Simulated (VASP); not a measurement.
# Si4BW (P4/mmm) in VASP: a series of runs

The runs below take Si4BW through single point, with PBE.

All numbers are computed with VASP 6.6.1; they aren't measurements. Logs are shortened: lines on timing, memory, paths and dates and some standing lists are left out, and cuts for length are marked.

## 1. The cell of the first run

It takes space group P4/mmm (No. 123, tetragonal). Conventional cell: a = 3.431 Å, b = 3.431 Å, c = 5.902 Å, α = 90.00°, β = 90.00°, γ = 90.00°. Si (site symmetry 4mm) has 1 B at 1.66 Å within 2.2 Å. Si (site symmetry mmm) has 2 B at 1.72 Å and 8 Si at 2.39 to 2.43 Å within 2.5 Å. B (site symmetry 4/mmm) has 6 Si at 1.66 to 1.72 Å within 2.2 Å. W (site symmetry 4/mmm) has 16 Si at 2.75 to 3.41 Å and 4 W at 3.43 Å within 3.6 Å.

The cell was built from a structure type or drawn by symmetry, and may not be a known phase.

## 2. Single point, PBE

Input file INCAR:

```
SYSTEM = Si4BW
PREC = Accurate
ENCUT = 520
EDIFF = 1E-7
ISMEAR = 0
SIGMA = 0.1
LREAL = .False.
LASPH = .True.
NELM = 80
ALGO = Normal
ISIF = 2
LWAVE = .False.
LCHARG = .True.
GGA = PE
LELF = .True.
LVHAR = .True.
NBANDS = 26
```

Input file KPOINTS:

```
regular mesh
0
Gamma
  6 6 4
  0 0 0
```

Input file POSCAR:

```
Si4BW
1.0
    3.4310171600      0.0000000000      0.0000000000
    0.0000000000      3.4310171600      0.0000000000
    0.0000000000      0.0000000000      5.9024089600
Si B W
4 1 1
Direct
    0.5000000000      0.5000000000      0.7816317100
    0.5000000000      0.5000000000      0.2183682900
    0.5000000000      0.0000000000      0.5000000000
    0.0000000000      0.5000000000      0.5000000000
    0.5000000000      0.5000000000      0.5000000000
    0.0000000000      0.0000000000      0.0000000000
```

Potentials or basis: VASP PAW PBE potentials, release 64 (Si, B, W_sv).

Launch:

```console
> cat potpaw_PBE.64/Si/POTCAR potpaw_PBE.64/B/POTCAR potpaw_PBE.64/W_sv/POTCAR > POTCAR
> mpirun -np 1 vasp_std > vasp.out
```

OUTCAR:

```text
SYSTEM = Si4BW
   PREC = Accurate
   ENCUT = 520
   EDIFF = 1E-7
   ISMEAR = 0
   LREAL = .False.
   LASPH = .True.
   NELM = 80
   ISIF = 2
   GGA = PE

 ion  position               nearest neighbor table
   1  0.500  0.500  0.782-   5 1.66   4 2.39   3 2.39   3 2.39   4 2.39   2 2.58   6 2.75   6 2.75
                             6 2.75   6 2.75
   2  0.500  0.500  0.218-   5 1.66   4 2.39   3 2.39   3 2.39   4 2.39   1 2.58   6 2.75   6 2.75
                             6 2.75   6 2.75
   3  0.500  0.000  0.500-   5 1.72   5 1.72   1 2.39   1 2.39   2 2.39   2 2.39   4 2.43   4 2.43
                             4 2.43   4 2.43
   4  0.000  0.500  0.500-   5 1.72   5 1.72   1 2.39   1 2.39   2 2.39   2 2.39   3 2.43   3 2.43
                             3 2.43   3 2.43
   5  0.500  0.500  0.500-   1 1.66   2 1.66   3 1.72   4 1.72   3 1.72   4 1.72
   6  0.000  0.000  0.000-   1 2.75   2 2.75   1 2.75   2 2.75   1 2.75   2 2.75   1 2.75   2 2.75

  LATTYP: Found a simple tetragonal cell.
 ALAT       =     3.4310171600
 C/A-ratio  =     1.7203087845

  Lattice vectors:

 A1 = (   3.4310171600,   0.0000000000,   0.0000000000)
 A2 = (   0.0000000000,   3.4310171600,   0.0000000000)
 A3 = (   0.0000000000,   0.0000000000,   5.9024089600)

Analysis of symmetry for initial positions (statically):
=====================================================================
 Subroutine PRICEL returns:
 Original cell was already a primitive cell.

 Routine SETGRP: Setting up the symmetry group for a
 simple tetragonal supercell.

 Subroutine GETGRP returns: Found 16 space group operations
 (whereof 16 operations were pure point group operations)
 out of a pool of 16 trial point group operations.

The static configuration has the point symmetry D_4h.

Analysis of symmetry for dynamics (positions and initial velocities):
=====================================================================
 Subroutine PRICEL returns:
 Original cell was already a primitive cell.

 Routine SETGRP: Setting up the symmetry group for a
 simple tetragonal supercell.

 Subroutine GETGRP returns: Found 16 space group operations
 (whereof 16 operations were pure point group operations)
 out of a pool of 16 trial point group operations.

The dynamic configuration has the point symmetry D_4h.

 Subroutine INISYM returns: Found 16 space group operations
 (whereof 16 operations are pure point group operations),
 and found     1 'primitive' translations

----------------------------------------------------------------------------------------
[... 106 lines left out ...]
   NFREE  =      0    steps in history (QN), initial steepest desc. (CG)
   ISIF   =      2    stress and relaxation
   ISYM   =      2    0-nonsym 1-usesym 2-fastsym
   POTIM  = 0.5000    time-step for ionic-motion
   TEBEG  =    0.0;   TEEND  =   0.0 temperature during run
   PSTRESS=    0.0 pullay stress
   NELECT =      33.0000    total number of electrons
   NUPDOWN=      -1.0000    fix difference up-down
   EMIN   =  10.00;   EMAX   =-10.00  energy-range for DOS
   EFERMI =   0.00;   METHOD = LEGACY
   ISMEAR =     0;   SIGMA  =   0.10  broadening in eV -4-tet -1-fermi 0-gaus
   EFERMI_NEDOS =   21; number of points for ismear=-14 and -15
   IALGO  =     38    algorithm
   IMIX   =      4    mixing-type and parameters
     AMIX     =   0.40;   BMIX     =  1.00
     AMIX_MAG =   1.60;   BMIX_MAG =  1.00
  volume/ion in A,a.u.               =      11.58        78.15
  Fermi-wavevector in a.u.,A,eV,Ry     =   1.277285  2.413719 22.197317  1.631457
  Thomas-Fermi vector in A             =   2.409893
   LORBIT       =      0    0 simple, 1 ext, 2 COOP (PROOUT), +10 PAW based schemes
   GGA     = PE    functional components
   LHFCALC =     F    Hartree Fock is set to
   AEXX    =    0.0000 exact exchange contribution
   IVDW    =     0    specifies the selected vdW correction
   LEPSILON=     F    determine dielectric tensor
   LRPA    =     F    only Hartree local field effects (RPA)
 non-spin polarized calculation
 Gauss-broadening in eV      SIGMA  =   0.10
  energy-cutoff  :      520.00
  volume of cell :       69.48
 maximum number of plane-waves:      1892
 NGX is ok and might be reduce to    28
   NGX = 13   NGY = 13   NGZ = 21

 number of electron      33.0000005 magnetization

 Free energy of the ion-electron system (eV)
  ---------------------------------------------------
  ext. energy  EPLUGINS =         0.00000000
  ---------------------------------------------------
  free energy    TOTEN  =       -28.94352742 eV

  energy without entropy =      -28.92972363  energy(sigma->0) =      -28.93662552

 E-fermi :  12.1620     XC(G=0): -12.2493

 val. band max:       12.1529865956   @ k =   0.0000   0.0000   0.2500
 cond. band min:      12.1688407847   @ k =   0.0000   0.0000   0.5000
 fundamental gap:      0.0158541891
 Fermi energy:        12.1619952767

 k-point     1 :       0.0000    0.0000    0.0000
  band No.  band energies     occupation
      1     -62.3603      2.00000
      2     -26.5407      2.00000
      3     -26.5407      2.00000
      4     -26.4515      2.00000
      5      -5.9597      2.00000
      6      -0.3298      2.00000
[... 685 lines left out ...]
     25      17.6771      0.00000
     26      19.5782      0.00000

 [... further k-points ...]

------------------------ aborting loop because EDIFF is reached ----------------------------------------

  FORCE on cell =-STRESS in cart. coord.  units (eV):
  Direction    XX          YY          ZZ          XY          YZ          ZX
  --------------------------------------------------------------------------------------
  -------------------------------------------------------------------------------------
  Total       22.9603957     22.9603957     33.3567408      0.0000000      0.0000000      0.0000000
  in kB      529.4377131    529.4377131    769.1642933      0.0000000      0.0000000      0.0000000
  external PRESSURE =     609.3465732 kB  Pullay stress =       0.0000000 kB

 VOLUME and BASIS-vectors are now :
 -----------------------------------------------------------------------------
  energy-cutoff  :      520.00
  volume of cell :       69.48
      direct lattice vectors                 reciprocal lattice vectors
     3.431017160  0.000000000  0.000000000     0.291458758  0.000000000  0.000000000
     0.000000000  3.431017160  0.000000000     0.000000000  0.291458758  0.000000000
     0.000000000  0.000000000  5.902408960     0.000000000  0.000000000  0.169422351

 POSITION                                       TOTAL-FORCE (eV/Angst)
 -----------------------------------------------------------------------------------
      1.71551      1.71551      4.61351         0.000000     -0.000000     10.351939
      1.71551      1.71551      1.28890        -0.000000     -0.000000    -10.351939
      1.71551      0.00000      2.95120         0.000000      0.000000      0.000000
      0.00000      1.71551      2.95120         0.000000      0.000000      0.000000
      1.71551      1.71551      2.95120         0.000000      0.000000      0.000000
      0.00000      0.00000      0.00000         0.000000      0.000000      0.000000
 -----------------------------------------------------------------------------------
    total drift:                               -0.000000      0.000000     -0.000000

  FREE ENERGIE OF THE ION-ELECTRON SYSTEM (eV)
  ---------------------------------------------------
  free  energy   TOTEN  =       -28.9435274159 eV

  energy  without entropy=      -28.9297236273  energy(sigma->0) =      -28.93662552
```

OSZICAR:

```text
N       E                     dE             d eps       ncg     rms          rms(c)
DAV:   1     0.203383256371E+03    0.20338E+03   -0.14811E+04  1560   0.121E+03
DAV:   2    -0.289993028362E+02   -0.23238E+03   -0.22009E+03  1828   0.320E+02
DAV:   3    -0.401964706556E+02   -0.11197E+02   -0.10790E+02  2028   0.619E+01
DAV:   4    -0.403870088425E+02   -0.19054E+00   -0.18947E+00  1920   0.801E+00
DAV:   5    -0.403897959421E+02   -0.27871E-02   -0.27828E-02  2026   0.102E+00    0.242E+01
DAV:   6    -0.354189629988E+02    0.49708E+01   -0.58435E+01  1746   0.423E+01    0.164E+01
DAV:   7    -0.293030636470E+02    0.61159E+01   -0.24834E+01  1748   0.282E+01    0.926E+00
DAV:   8    -0.289771271951E+02    0.32594E+00   -0.17919E+00  1766   0.767E+00    0.329E+00
DAV:   9    -0.289474468600E+02    0.29680E-01   -0.15954E-01  1932   0.230E+00    0.767E-01
DAV:  10    -0.289443658680E+02    0.30810E-02   -0.75003E-03  1870   0.515E-01    0.433E-01
DAV:  11    -0.289436030356E+02    0.76283E-03   -0.18315E-03  1880   0.222E-01    0.142E-01
DAV:  12    -0.289435265190E+02    0.76517E-04   -0.35559E-04  1820   0.102E-01    0.547E-02
DAV:  13    -0.289435289565E+02   -0.24375E-05   -0.19846E-05  1810   0.294E-02    0.122E-02
DAV:  14    -0.289435276522E+02    0.13043E-05   -0.35907E-06  1882   0.113E-02    0.478E-03
DAV:  15    -0.289435274134E+02    0.23879E-06   -0.24079E-07  1656   0.329E-03    0.273E-03
DAV:  16    -0.289435274159E+02   -0.24347E-08   -0.10823E-07  1254   0.208E-03
   1 F= -.28943527E+02 E0= -.28936626E+02  d E =-.138038E-01
```

Run time: 74 s. Hardware: 1 thread of Intel Xeon Platinum 8375C at 2.90GHz (Ice Lake), shared host; peak memory 0.21 GiB.

What came out:

| Quantity | Value |
| --- | --- |
| Free energy | -28.9435 eV |
| Pressure | 60.9 GPa |
| Largest force | 10.352 eV/Å |
| Band gap on the k mesh | zero (an odd number of electrons rules out a gap without spin polarisation) |

Forces on the atoms (eV/Å):
```
Si    0.000   0.000  10.352
Si    0.000   0.000 -10.352
Si    0.000   0.000   0.000
Si    0.000   0.000   0.000
B     0.000   0.000   0.000
W     0.000   0.000   0.000
```

Stress tensor (GPa, compression positive):
```
52.94  0.00  0.00
 0.00 52.94  0.00
 0.00  0.00 76.92
```

Caveat: the cell stands under pressure; spin-orbit coupling is left out, which moves the levels of the heavy elements; forces of over 1 eV/Å act on the atoms, so gaps and moduli don't describe the material at rest.

## 3. Single point, PBE

This run uses another cell than the first one, of 15.42 Å³/atom.

Input file INCAR:

```
PREC = Accurate
ENCUT = 520
EDIFF = 1E-6
ISMEAR = 0
SIGMA = 0.1
LREAL = F
LASPH = T
NELM = 60
ALGO = Normal
ISIF = 2
LWAVE = F
LCHARG = T
GGA = PE
LELF = T
LVHAR = T
NBANDS = 26
```

Input file KPOINTS:

```
regular mesh
0
Gamma
  6 6 4
```

Input file POSCAR:

```
Si4BW
1.0
    3.7748850626      0.0000000000      0.0000000000
    0.0000000000      3.7748850626      0.0000000000
    0.0000000000      0.0000000000      6.4948407449
Si B W
4 1 1
Direct
    0.5000000000      0.5000000000      0.8212223081
    0.5000000000      0.5000000000      0.1787776919
    0.5000000000      0.0000000000      0.5000000000
    0.0000000000      0.5000000000      0.5000000000
    0.5000000000      0.5000000000      0.5000000000
    0.0000000000      0.0000000000      0.0000000000
```

Potentials or basis: VASP PAW PBE potentials, release 64 (Si, B, W_sv).

Launch:

```console
> cat potpaw_PBE.64/Si/POTCAR potpaw_PBE.64/B/POTCAR potpaw_PBE.64/W_sv/POTCAR > POTCAR
> mpirun -np 1 vasp_std > vasp.out
```

Run time: 71 s. Hardware: 1 thread of Intel Xeon Platinum 8375C at 2.90GHz (Ice Lake), shared host; peak memory 0.23 GiB.

Results (log left out):

```
Free energy            : -34.2950 eV
Pressure               : 0.1 GPa
Band gap on the k mesh : zero (an odd number of electrons rules out a gap without spin polarisation)
```

Forces in eV/Å, atoms in the order of the input:
```
Si   0.000  0.000 -0.003
Si   0.000  0.000  0.003
Si   0.000  0.000  0.000
Si   0.000  0.000  0.000
B    0.000  0.000  0.000
W    0.000  0.000  0.000
```

Stress tensor (GPa, compression positive):
```
0.01 0.00 0.00
0.00 0.01 0.00
0.00 0.00 0.12
```

Levels at points of the mesh, in eV from the Fermi level:
| k point | band 14 | band 15 | band 16 | band 17 | band 18 | band 19 |
| --- | --- | --- | --- | --- | --- | --- |
| (0.00, 0.00, 0.00) | -1.32 | -1.32 | -0.78 | -0.45 | -0.01 | -0.01 |
| (0.50, 0.00, 0.00) | -1.64 | -0.79 | -0.32 | -0.27 | 0.71 | 0.86 |
| (0.50, 0.50, 0.00) | -3.01 | 0.03 | 0.79 | 0.83 | 0.83 | 0.98 |
| (0.00, 0.00, 0.50) | -0.92 | -0.92 | -0.73 | -0.73 | -0.72 | -0.44 |
| (0.50, 0.00, 0.50) | -1.71 | -0.93 | -0.64 | 0.60 | 0.63 | 0.72 |
| (0.50, 0.50, 0.50) | -2.41 | -2.41 | -1.56 | 0.65 | 0.65 | 0.79 |

Caveat: spin-orbit coupling is left out, which moves the levels of the heavy elements.
